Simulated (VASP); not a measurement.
Write the native input for VASP 6.6.1 that does the following.

```
Task                   : single point
Functional             : PBE
Potentials or basis    : VASP PAW PBE potentials, release 64 (Sb, Ga_d)
Cutoff                 : 400 eV
k mesh                 : 2 × 2 × 2
Occupations            : fermi-dirac, width 0.05 eV
Spin                   : no spin polarisation
Dipole correction      : no
Further INCAR settings : ALGO = Normal; EDIFF = 1e-06; NBANDS = 82
```

The structure of Ga7Sb9 (a cell with a defect) lies in POSCAR:

```
Ga7Sb9
1.0
    0.0000000000      6.1180000000      6.1180000000
    6.1180000000      0.0000000000      6.1180000000
    6.1180000000      6.1180000000      0.0000000000
Sb Ga
9 7
Direct
    0.0000000000      0.0000000000      0.0000000000
    0.1340578541      0.1340578541      0.1340578541
    0.1340578541      0.1340578541      0.5978264377
    0.1340578541      0.5978264377      0.1340578541
    0.1277342713      0.6240885762      0.6240885762
    0.5978264377      0.1340578541      0.1340578541
    0.6240885762      0.1277342713      0.6240885762
    0.6240885762      0.6240885762      0.1277342713
    0.6240885762      0.6240885762      0.6240885762
   -0.0042350199     -0.0042350199      0.5042350199
   -0.0042350199      0.5042350199     -0.0042350199
   -0.0042350199      0.5042350199      0.5042350199
    0.5042350199     -0.0042350199     -0.0042350199
    0.5042350199     -0.0042350199      0.5042350199
    0.5042350199      0.5042350199     -0.0042350199
    0.5000000000      0.5000000000      0.5000000000
```

These files were run (other wordings do the same):

INCAR

```
PREC = Accurate
ENCUT = 400
EDIFF = 1E-6
ISMEAR = -1
SIGMA = 0.05
LREAL = False
LASPH = True
NELM = 120
ALGO = Normal
ISIF = 2
LWAVE = False
LCHARG = False
GGA = PE
NBANDS = 82
GGA_COMPAT = False
```

KPOINTS

```
regular mesh
0
Gamma
  2 2 2
```

Potentials or basis: VASP PAW PBE potentials, release 64 (Sb, Ga_d).

Run with:

```console
$ cat potpaw_PBE.64/Sb/POTCAR potpaw_PBE.64/Ga_d/POTCAR > POTCAR
$ mpirun -np 1 vasp_std > vasp.out
```

Results of the run:

```json
{
 "Pressure": "5.8 GPa",
 "Largest force": "0.027 eV/Å",
 "Band gap on the k mesh": "zero (bands 68 and 69 overlap by 0.78 eV)"
}
```

Caveat: the k points lie up to 0.44 Å⁻¹ apart, too coarse for converged energies and pressures of a metal; spin-orbit coupling is left out, which moves the levels of the heavy elements.

Run time: 77 s on 1 thread of Intel(R) Xeon(R) 6975P-C (Granite Rapids), with other jobs on the host, peak memory 0.44 GiB.
